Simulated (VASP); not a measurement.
# BN (P1) in VASP: single point with r2SCAN

Aim: the single point of BN with r2SCAN.

Everything below comes from runs of VASP 6.6.1. Logs are shortened: lines on timing, memory, paths and dates and some standing lists are left out, and cuts for length are marked.

### Step 1. The cell of the first run

The typed cell holds 8 atoms: a = 6.595 Å, b = 6.635 Å, c = 4.429 Å, α = 90.26°, β = 90.51°, γ = 21.68°.

### Step 2. Single point, r2SCAN

File POSCAR:

```
BN
1.0
    6.4866100000     -1.1922800000     -0.0008800000
    6.5065900000      1.2965300000      0.0137900000
   -0.0351500000      0.0253800000      4.4287800000
B N
4 4
Direct
    0.9711300000      0.0283800000      0.9977600000
    0.2006000000      0.2029800000      0.4643800000
    0.8720600000      0.8597400000      0.3568400000
    0.5634200000      0.5084500000      0.4737700000
    0.9844200000      0.9752800000      0.3621800000
    0.5064800000      0.5035500000      0.8569200000
    0.6152500000      0.6900000000      0.4393500000
    0.3455800000      0.2837700000      0.3801000000
```

File INCAR.step1:

```
PREC = Accurate
ENCUT = 660
ISMEAR = 0
SIGMA = 0.01
LREAL = F
LASPH = T
NELM = 120
NBANDS = 26
GGA = PE
ALGO = Normal
EDIFF = 1E-5
LWAVE = T
LCHARG = F
GGA_COMPAT = F
```

File INCAR.step2:

```
PREC = Accurate
ENCUT = 660
EDIFF = 1E-6
ISMEAR = 0
SIGMA = 0.01
LREAL = F
LASPH = T
NELM = 120
ALGO = Normal
ISIF = 2
LWAVE = F
LCHARG = F
METAGGA = R2SCAN
LMIXTAU = T
NBANDS = 26
ISTART = 1
GGA_COMPAT = F
```

File KPOINTS:

```
regular mesh
0
Gamma
  4 4 2
```

Potentials or basis: VASP PAW PBE potentials, release 64 (B, N).

On the command line:

```
cat potpaw_PBE.64/B/POTCAR potpaw_PBE.64/N/POTCAR > POTCAR
cp INCAR.step1 INCAR
mpirun -np 1 vasp_std > vasp.out
cp INCAR.step2 INCAR
mpirun -np 1 vasp_std > vasp.out
```

OUTCAR:

```text
PREC = Accurate
   ENCUT = 660
   EDIFF = 1E-6
   ISMEAR = 0
   LREAL = F
   LASPH = T
   NELM = 120
   ISIF = 2
   METAGGA = R2SCAN
   ISTART = 1

 ion  position               nearest neighbor table
   1  0.971  0.028  0.998-   6 1.32   6 1.47   5 1.64
   2  0.201  0.203  0.464-   7 1.33   7 1.47   8 1.52
   3  0.872  0.860  0.357-   8 1.35   8 1.48   5 1.48
   4  0.563  0.508  0.474-   5 1.49   7 1.54   5 1.56   6 1.75
   5  0.984  0.975  0.362-   3 1.48   4 1.49   4 1.56   1 1.64
   6  0.506  0.504  0.857-   1 1.32   1 1.47   4 1.75
   7  0.615  0.690  0.439-   2 1.33   2 1.47   4 1.54
   8  0.346  0.284  0.380-   3 1.35   3 1.48   2 1.52

  LATTYP: Found a triclinic cell.
 ALAT       =     2.4889334313
 B/A-ratio  =     2.6498395292
 C/A-ratio  =     1.7794739504
 COS(alpha) =     0.0089749395
 COS(beta)  =     0.0115602384
 COS(gamma) =     0.1728744762

  Lattice vectors:

 A1 = (   0.0199800000,   2.4888100000,   0.0146700000)
 A2 = (  -6.4866100000,   1.1922800000,   0.0008800000)
 A3 = (  -0.0351500000,   0.0253800000,   4.4287800000)

Analysis of symmetry for initial positions (statically):
=====================================================================
 Subroutine PRICEL returns:
 Original cell was already a primitive cell.

 Routine SETGRP: Setting up the symmetry group for a
 triclinic supercell.

 Subroutine GETGRP returns: Found  1 space group operations
 (whereof  1 operations were pure point group operations)
 out of a pool of  2 trial point group operations.

The static configuration has the point symmetry C_1 .

Analysis of symmetry for dynamics (positions and initial velocities):
=====================================================================
 Subroutine PRICEL returns:
 Original cell was already a primitive cell.

 Routine SETGRP: Setting up the symmetry group for a
 triclinic supercell.

 Subroutine GETGRP returns: Found  1 space group operations
 (whereof  1 operations were pure point group operations)
 out of a pool of  2 trial point group operations.

The dynamic configuration has the point symmetry C_1 .

 Subroutine INISYM returns: Found  1 space group operations
 (whereof  1 operations are pure point group operations),
 and found     1 'primitive' translations

----------------------------------------------------------------------------------------

                                     Primitive cell

  volume of cell :      71.6016

  direct lattice vectors                    reciprocal lattice vectors
     6.486610000 -1.192280000 -0.000880000     0.080189516 -0.402459552  0.002942816
     6.506590000  1.296530000  0.013790000     0.073745906  0.401216525 -0.001713950
    -0.035150000  0.025380000  4.428780000    -0.000213691 -0.001329246  0.225801739

  length of vectors
     6.595274192  6.634522864  4.428992205     0.410381176  0.407941290  0.225805752

  position of ions in fractional coordinates (direct lattice)
     0.971130000  0.028380000  0.997760000
     0.200600000  0.202980000  0.464380000
     0.872060000  0.859740000  0.356840000
     0.563420000  0.508450000  0.473770000
     0.984420000  0.975280000  0.362180000
     0.506480000  0.503550000  0.856920000
     0.615250000  0.690000000  0.439350000
     0.345580000  0.283770000  0.380100000

  ion indices of the primitive-cell ions
   primitive index   ion index
                 1           1
                 2           2
                 3           3
                 4           4
                 5           5
                 6           6
                 7           7
                 8           8

----------------------------------------------------------------------------------------

 KPOINTS: regular mesh

Automatic generation of k-mesh.
 Grid dimensions read from file:
 generate k-points for:    4    4    2

 Generating k-lattice:

  Cartesian coordinates                     Fractional coordinates (reciprocal lattice)
     0.020047379 -0.100614888  0.000735704     0.250000000 -0.000000000 -0.000000000
     0.018436476  0.100304131 -0.000428487     0.000000000  0.250000000  0.000000000
    -0.000106845 -0.000664623  0.112900869     0.000000000  0.000000000  0.500000000

  Length of vectors
     0.102595294  0.101985323  0.112902876

  Shift w.r.t. Gamma in fractional coordinates (k-lattice)
     0.000000000  0.000000000  0.000000000

 Subroutine IBZKPT returns following result:
 ===========================================

 Found     20 irreducible k-points:

 Following reciprocal coordinates:
            Coordinates               Weight
  0.000000  0.000000  0.000000      1.000000
  0.250000 -0.000000  0.000000      2.000000
  0.500000 -0.000000  0.000000      1.000000
 -0.000000  0.250000 -0.000000      2.000000
  0.250000  0.250000 -0.000000      2.000000
  0.500000  0.250000  0.000000      2.000000
[... 12 lines left out ...]
  0.250000  0.500000  0.500000      2.000000
  0.500000  0.500000  0.500000      1.000000
   k-points           NKPTS =     20   k-points in BZ     NKDIM =     20   number of bands    NBANDS=     26
   number of dos      NEDOS =    301   number of ions     NIONS =      8
   total plane-waves  NPLWV = 125440
   dimension x,y,z NGX =    56 NGY =   56 NGZ =   40
   dimension x,y,z NGXF=   112 NGYF=  112 NGZF=   80
   ions per type =               4   4
   NGX,Y,Z   is equivalent  to a cutoff of  14.12, 14.03, 15.01 a.u.
   NGXF,Y,Z  is equivalent  to a cutoff of  28.23, 28.06, 30.03 a.u.
 SYSTEM =  unknown system
   PREC   = accura    normal or accurate (medium, high low for compatibility)
   ISTART =      1    job   : 0-new  1-cont  2-samecut
   ICHARG =      0    charge: 1-file 2-atom 10-const
   ISPIN  =      1    spin polarized calculation?
   LNONCOLLINEAR =      F non collinear calculations
   LSORBIT =      F    spin-orbit coupling
   LASPH  =      T    aspherical Exc in radial PAW
   ENCUT  =  660.0 eV  48.51 Ry    6.96 a.u.  13.82 13.90  9.28*2*pi/ulx,y,z
   NELM   =    120;   NELMIN=  2; NELMDL=  0     # of ELM steps
   EDIFF  = 0.1E-05   stopping-criterion for ELM
   LREAL  =      F    real-space projection
   EDIFFG = 0.1E-04   stopping-criterion for IOM
   NSW    =      0    number of steps for IOM
   IBRION =     -1    ionic relax: 0-MD 1-quasi-New 2-CG
   NFREE  =      0    steps in history (QN), initial steepest desc. (CG)
   ISIF   =      2    stress and relaxation
   ISYM   =      2    0-nonsym 1-usesym 2-fastsym
   POTIM  = 0.5000    time-step for ionic-motion
   TEBEG  =    0.0;   TEEND  =   0.0 temperature during run
   PSTRESS=    0.0 pullay stress
   NELECT =      32.0000    total number of electrons
   NUPDOWN=      -1.0000    fix difference up-down
   EMIN   =  10.00;   EMAX   =-10.00  energy-range for DOS
   EFERMI =   0.00;   METHOD = LEGACY
   ISMEAR =     0;   SIGMA  =   0.01  broadening in eV -4-tet -1-fermi 0-gaus
   EFERMI_NEDOS =   21; number of points for ismear=-14 and -15
   IALGO  =     38    algorithm
   IMIX   =      4    mixing-type and parameters
     AMIX     =   0.40;   BMIX     =  1.00
     AMIX_MAG =   1.60;   BMIX_MAG =  1.00
  volume/ion in A,a.u.               =       8.95        60.40
  Fermi-wavevector in a.u.,A,eV,Ry     =   1.251653  2.365281 21.315367  1.566635
  Thomas-Fermi vector in A             =   2.385590
   LORBIT       =      0    0 simple, 1 ext, 2 COOP (PROOUT), +10 PAW based schemes
   METAGGA = R2SCAN    functional components
   LHFCALC =     F    Hartree Fock is set to
   AEXX    =    0.0000 exact exchange contribution
   IVDW    =     0    specifies the selected vdW correction
   LEPSILON=     F    determine dielectric tensor
   LRPA    =     F    only Hartree local field effects (RPA)
 non-spin polarized calculation
 Gauss-broadening in eV      SIGMA  =   0.01
  energy-cutoff  :      660.00
  volume of cell :       71.60
 maximum number of plane-waves:      2776
   NGX = 27   NGY = 27   NGZ = 19

 number of electron      31.9999999 magnetization

 Free energy of the ion-electron system (eV)
  ---------------------------------------------------
  ext. energy  EPLUGINS =         0.00000000
  ---------------------------------------------------
  free energy    TOTEN  =       -74.52617873 eV

  energy without entropy =      -74.52617873  energy(sigma->0) =      -74.52617873

 E-fermi :   3.0094     XC(G=0): -10.5990

 val. band max:        2.9629746755   @ k =   0.0000   0.0000   0.0000
 cond. band min:       5.1072885806   @ k =  -0.0000   0.5000   0.5000
 fundamental gap:      2.1443139051
 Fermi energy:         3.0094273381

 k-point     1 :       0.0000    0.0000    0.0000
  band No.  band energies     occupation
      1     -17.4105      2.00000
      2     -15.3760      2.00000
      3     -14.5749      2.00000
      4     -13.3231      2.00000
      5      -6.7154      2.00000
      6      -5.5745      2.00000
[... 18 lines left out ...]
     25      14.2858      0.00000
     26      14.5529      0.00000

 k-point     2 :       0.2500   -0.0000    0.0000
  band No.  band energies     occupation
      1     -16.4135      2.00000
      2     -14.7383      2.00000
      3     -13.7489      2.00000
      4     -12.8620      2.00000
      5      -6.2065      2.00000
      6      -5.4437      2.00000
[... 18 lines left out ...]
     25      15.3153      0.00000
     26      15.8375      0.00000

 k-point     3 :       0.5000   -0.0000    0.0000
  band No.  band energies     occupation
      1     -14.3003      2.00000
      2     -13.8594      2.00000
      3     -13.2840      2.00000
      4     -12.7948      2.00000
      5      -7.1852      2.00000
      6      -6.5323      2.00000
[... 456 lines left out ...]
 k-point    19 :       0.2500    0.5000    0.5000
  band No.  band energies     occupation
      1     -15.9209      2.00000
      2     -15.0598      2.00000
      3     -13.9861      2.00000
      4     -13.1358      2.00000
      5      -6.4982      2.00000
      6      -5.0294      2.00000
[... 18 lines left out ...]
     25      14.9052      0.00000
     26      15.3655      0.00000

 k-point    20 :       0.5000    0.5000    0.5000
  band No.  band energies     occupation
      1     -16.7723      2.00000
      2     -16.0421      2.00000
      3     -14.7360      2.00000
      4     -13.5233      2.00000
      5      -7.3735      2.00000
      6      -3.9747      2.00000
[... 18 lines left out ...]
     25      14.5639      0.00000
     26      14.6416      0.00000

------------------------ aborting loop because EDIFF is reached ----------------------------------------

  FORCE on cell =-STRESS in cart. coord.  units (eV):
  Direction    XX          YY          ZZ          XY          YZ          ZX
  --------------------------------------------------------------------------------------
  -------------------------------------------------------------------------------------
  Total        1.7369281      8.1845134     -1.7054861     -0.1823095     -1.2771838      0.8328590
  in kB       38.8659964    183.1389980    -38.1624407     -4.0794097    -28.5786275     18.6362906
  external PRESSURE =      61.2808512 kB  Pullay stress =       0.0000000 kB

 VOLUME and BASIS-vectors are now :
 -----------------------------------------------------------------------------
  energy-cutoff  :      660.00
  volume of cell :       71.60
      direct lattice vectors                 reciprocal lattice vectors
     6.486610000 -1.192280000 -0.000880000     0.080189516 -0.402459552  0.002942816
     6.506590000  1.296530000  0.013790000     0.073745906  0.401216525 -0.001713950
    -0.035150000  0.025380000  4.428780000    -0.000213691 -0.001329246  0.225801739

 POSITION                                       TOTAL-FORCE (eV/Angst)
 -----------------------------------------------------------------------------------
      6.44893     -1.09574      4.41840        -0.235743     -3.754213      1.513418
      2.60560      0.03578      2.05926         2.989658      3.155594     -2.825199
     11.23815      0.08400      1.59145         0.718927     -2.701078      1.489922
      6.94631     -0.00051      2.10474        -0.984046      2.375033      3.015637
     12.71857      0.09997      1.61660         1.490301     -0.782917     -3.074396
      6.53161      0.07075      3.80161         0.963798      2.948275     -2.265991
      8.46499      0.17221      1.95476        -3.198480     -4.954006      1.410994
      4.07466     -0.03446      1.68699        -1.744416      3.713312      0.735614
 -----------------------------------------------------------------------------------
    total drift:                               -0.000205     -0.000113      0.000281

  FREE ENERGIE OF THE ION-ELECTRON SYSTEM (eV)
  ---------------------------------------------------
  free  energy   TOTEN  =       -74.5261787350 eV

  energy  without entropy=      -74.5261787350  energy(sigma->0) =      -74.52617873
```

It took 18 min on 1 thread of AMD EPYC 7R13, shared host; peak memory 0.35 GiB.

What came out:

```
Free energy            : -74.5262 eV
Pressure               : 6.1 GPa
Largest force          : 6.063 eV/Å
Band gap on the k mesh : 2.14 eV, indirect (least direct gap 2.36 eV)
```

Forces in eV/Å, atoms in the order of the input:
```
B   -0.236 -3.754  1.513
B    2.990  3.156 -2.825
B    0.719 -2.701  1.490
B   -0.984  2.375  3.016
N    1.490 -0.783 -3.074
N    0.964  2.948 -2.266
N   -3.198 -4.954  1.411
N   -1.744  3.713  0.736
```

Levels at points of the mesh, in eV from the valence-band top:
| k point | band 12 | band 13 | band 14 | band 15 | band 16 | band 17 | band 18 | band 19 | band 20 | band 21 |
| --- | --- | --- | --- | --- | --- | --- | --- | --- | --- | --- |
| (0.00, 0.00, 0.00) | -3.74 | -3.53 | -2.16 | -1.60 | 0.00 | 3.88 | 6.38 | 7.05 | 8.63 | 8.91 |
| (0.50, 0.00, 0.00) | -5.15 | -4.65 | -1.65 | -1.03 | -0.49 | 3.31 | 4.77 | 5.19 | 9.07 | 9.17 |
| (0.00, 0.50, 0.00) | -5.32 | -4.72 | -1.72 | -0.90 | -0.54 | 3.24 | 4.61 | 5.37 | 8.74 | 9.22 |
| (0.50, 0.50, 0.00) | -3.76 | -3.45 | -2.22 | -2.09 | -0.44 | 4.35 | 6.01 | 6.36 | 8.70 | 9.16 |
| (0.00, 0.00, 0.50) | -4.05 | -3.78 | -2.66 | -2.24 | -1.15 | 5.84 | 6.57 | 8.15 | 8.79 | 9.17 |
| (0.50, 0.00, 0.50) | -4.28 | -3.56 | -1.98 | -1.43 | -0.01 | 2.35 | 4.09 | 6.18 | 7.79 | 8.21 |
| (0.00, 0.50, 0.50) | -4.28 | -3.59 | -2.00 | -1.24 | -0.22 | 2.14 | 4.68 | 5.92 | 7.58 | 8.15 |
| (0.50, 0.50, 0.50) | -3.92 | -3.55 | -3.09 | -2.54 | -2.20 | 5.47 | 7.03 | 8.18 | 8.88 | 9.40 |

Caveat: the k points lie up to 0.71 Å⁻¹ apart; the PAW data sets were made with another functional, which shifts forces and pressure a little.
